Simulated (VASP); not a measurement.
# WS2 in VASP: further runs, part 2 of 2

VASP 6.6.1.

## 5. Single point, PBEsol (strain +0.080 along x and y, -0.080 along z)

The input, INCAR:

```
ALGO = Normal ; EDIFF = 1E-7
ENCUT = 520 ; GGA = PS
ISIF = 2 ; ISMEAR = 0
LASPH = T ; LCHARG = F
LREAL = F ; LWAVE = F
NBANDS = 20 ; NELM = 60
PREC = Accurate ; SIGMA = 0.05
```

The input, KPOINTS:

```
k-points
0
Gamma
  12 12 2
```

The input, POSCAR:

```
WS2
1.0
    3.4381976636      0.0000000000      0.0000000000
   -1.7190988318      2.9775665199      0.0000000000
    0.0000000000      0.0000000000     15.5945316588
W S
1 2
Direct
    0.3333333333      0.6666666667      0.0000000000
    0.6666666667      0.3333333333      0.9079994900
    0.6666666667      0.3333333333      0.0920005100
```

Potentials or basis: VASP PAW PBE potentials, release 64 (W_sv, S).

Started as:

```
$ cat potpaw_PBE.64/W_sv/POTCAR potpaw_PBE.64/S/POTCAR > POTCAR
$ mpirun -np 1 vasp_std > vasp.out
```

OUTCAR:

```text
EDIFF = 1E-7
   ENCUT = 520
   GGA = PS
   ISIF = 2
   ISMEAR = 0
   LASPH = T
   LREAL = F
   NELM = 60
   PREC = Accurate

 ion  position               nearest neighbor table
   1  0.333  0.667  0.000-   2 2.45   3 2.45   2 2.45   3 2.45   2 2.45   3 2.45
   2  0.667  0.333  0.908-   1 2.45   1 2.45   1 2.45
   3  0.667  0.333  0.092-   1 2.45   1 2.45   1 2.45

  LATTYP: Found a hexagonal cell.
 ALAT       =     3.4381976636
 C/A-ratio  =     4.5356704834

  Lattice vectors:

 A1 = (   3.4381976636,   0.0000000000,   0.0000000000)
 A2 = (  -1.7190988318,   2.9775665199,   0.0000000000)
 A3 = (   0.0000000000,   0.0000000000,  15.5945316588)

Analysis of symmetry for initial positions (statically):
=====================================================================
 Subroutine PRICEL returns:
 Original cell was already a primitive cell.

 Routine SETGRP: Setting up the symmetry group for a
 hexagonal supercell.

 Subroutine GETGRP returns: Found 12 space group operations
[... 158 lines left out ...]
 number of electron      26.0000003 magnetization

 Free energy of the ion-electron system (eV)
  ---------------------------------------------------
  ext. energy  EPLUGINS =         0.00000000
  ---------------------------------------------------
  free energy    TOTEN  =       -24.50226698 eV

  energy without entropy =      -24.50165514  energy(sigma->0) =      -24.50196106

 E-fermi :  -1.0180     XC(G=0):  -4.5167

 val. band max:       -1.0274562823   @ k =   0.3333   0.3333   0.0000
 cond. band min:      -0.9175944942   @ k =   0.0000   0.0000   0.0000
 fundamental gap:      0.1098617881
 Fermi energy:        -1.0180177241

 k-point     1 :       0.0000    0.0000    0.0000
  band No.  band energies     occupation
      1     -75.9514      2.00000
      2     -40.1173      2.00000
      3     -40.1173      2.00000
      4     -40.0490      2.00000
      5     -16.0923      2.00000
      6     -14.0948      2.00000
[... 541 lines left out ...]
     19       5.5199      0.00000
     20       5.6138      0.00000

 [... further k-points ...]
[... 5 lines left out ...]
  --------------------------------------------------------------------------------------
  -------------------------------------------------------------------------------------
  Total       -6.9778664     -6.9778664      2.1404463      0.0000000      0.0000000     -0.0000000
  in kB      -70.0274939    -70.0274939     21.4807911      0.0000000      0.0000000     -0.0000000
  external PRESSURE =     -39.5247322 kB  Pullay stress =       0.0000000 kB

 VOLUME and BASIS-vectors are now :
 -----------------------------------------------------------------------------
  energy-cutoff  :      520.00
  volume of cell :      159.65
      direct lattice vectors                 reciprocal lattice vectors
     3.438197664  0.000000000  0.000000000     0.290850061  0.167922361  0.000000000
    -1.719098832  2.977566520  0.000000000     0.000000000  0.335844722  0.000000000
     0.000000000  0.000000000 15.594531659     0.000000000  0.000000000  0.064125042

 POSITION                                       TOTAL-FORCE (eV/Angst)
 -----------------------------------------------------------------------------------
     -0.00000      1.98504      0.00000        -0.000000     -0.000000      0.000000
      1.71910      0.99252     14.15983         0.000000      0.000000     -0.755188
      1.71910      0.99252      1.43470         0.000000      0.000000      0.755188
 -----------------------------------------------------------------------------------
    total drift:                               -0.000000      0.000000     -0.000000

  FREE ENERGIE OF THE ION-ELECTRON SYSTEM (eV)
  ---------------------------------------------------
  free  energy   TOTEN  =       -24.5022669814 eV

  energy  without entropy=      -24.5016551400  energy(sigma->0) =      -24.50196106
```

OSZICAR:

```text
N       E                     dE             d eps       ncg     rms          rms(c)
DAV:   1     0.167941681860E+03    0.16794E+03   -0.13654E+04  1824   0.106E+03
DAV:   2    -0.123983197803E+02   -0.18034E+03   -0.17601E+03  1960   0.249E+02
DAV:   3    -0.258772335781E+02   -0.13479E+02   -0.13376E+02  2036   0.652E+01
[... 14 lines left out ...]
DAV:  18    -0.245022618210E+02   -0.12057E-04   -0.19940E-07  1640   0.155E-03    0.110E-03
DAV:  19    -0.245022659447E+02   -0.41237E-05   -0.10621E-07  1544   0.952E-04    0.320E-04
DAV:  20    -0.245022668501E+02   -0.90536E-06   -0.22239E-08  1392   0.460E-04    0.226E-04
DAV:  21    -0.245022669509E+02   -0.10082E-06   -0.19043E-09  1184   0.180E-04    0.830E-05
DAV:  22    -0.245022669814E+02   -0.30551E-07   -0.10854E-09  1148   0.102E-04
   1 F= -.24502267E+02 E0= -.24501961E+02  d E =-.611841E-03
```

stdout:

```text
POSCAR found type information on POSCAR W S
 POSCAR found :  2 types and       3 ions
 scaLAPACK will be used
 -----------------------------------------------------------------------------
|                                                                             |
|                                                                             |
|     You enforced a specific xc type in the INCAR file but a different       |
|     I HOPE YOU KNOW WHAT YOU ARE DOING!                                     |
|                                                                             |
 -----------------------------------------------------------------------------

 LDA part: xc-table for (Slater+PW92), standard interpolation
 POSCAR, INCAR and KPOINTS ok, starting setup
 FFT: planning ... GRIDC
 FFT: planning ... GRID_SOFT
 FFT: planning ... GRID
 WAVECAR not read
 entering main loop
```

Run time: 1.8 min. Hardware: 1 thread of AMD EPYC 9R45 (Zen 5), shared host; peak memory 0.32 GiB.

What came out:

```yaml
Free_energy: -24.5023 eV
Largest_force: 0.755 eV/Å
Band_gap_on_the_k_mesh: zero (band 13 reaches -0.92 eV, above the bottom of band 14 at -1.03 eV)
```

Forces in eV/Å, atoms in the order of the input:
```
W    0.000  0.000  0.000
S    0.000  0.000 -0.755
S    0.000  0.000  0.755
```

Caveat: the cell differs from its parent crystal (strain +0.080 along x and y, -0.080 along z); the PAW data sets were made with another functional, which shifts forces and pressure a little; spin-orbit coupling is left out, which moves the levels of the heavy elements.

## 6. The runs side by side

```csv
cell,gap on the mesh (eV),largest force (eV/Å)
"a = 2.929, b = 2.929, c = 16.951 Å, angles 90.0, 90.0, 120.0°, 3 atoms",1.92,2.29
"a = 3.184, b = 3.184, c = 16.273 Å, angles 90.0, 90.0, 120.0°, 3 atoms",1.30,1.25
"a = 3.184, b = 3.184, c = 17.629 Å, angles 90.0, 90.0, 120.0°, 3 atoms",1.82,1.25
"a = 3.438, b = 3.438, c = 15.595 Å, angles 90.0, 90.0, 120.0°, 3 atoms",none,0.76
```

Alike in all rows: task single point; level PBEsol; potentials or basis VASP PAW PBE potentials, release 64 (W_sv, S); no spin polarisation; k mesh 12 × 12 × 2; cutoff (eV) 520; smearing gaussian 0.05 eV.

Caveats: the PAW data sets were made with another functional, which shifts forces and pressure a little; spin-orbit coupling is left out, which moves the levels of the heavy elements.

Total energies depend on the potentials used, so only differences within one code and one set of settings carry meaning.
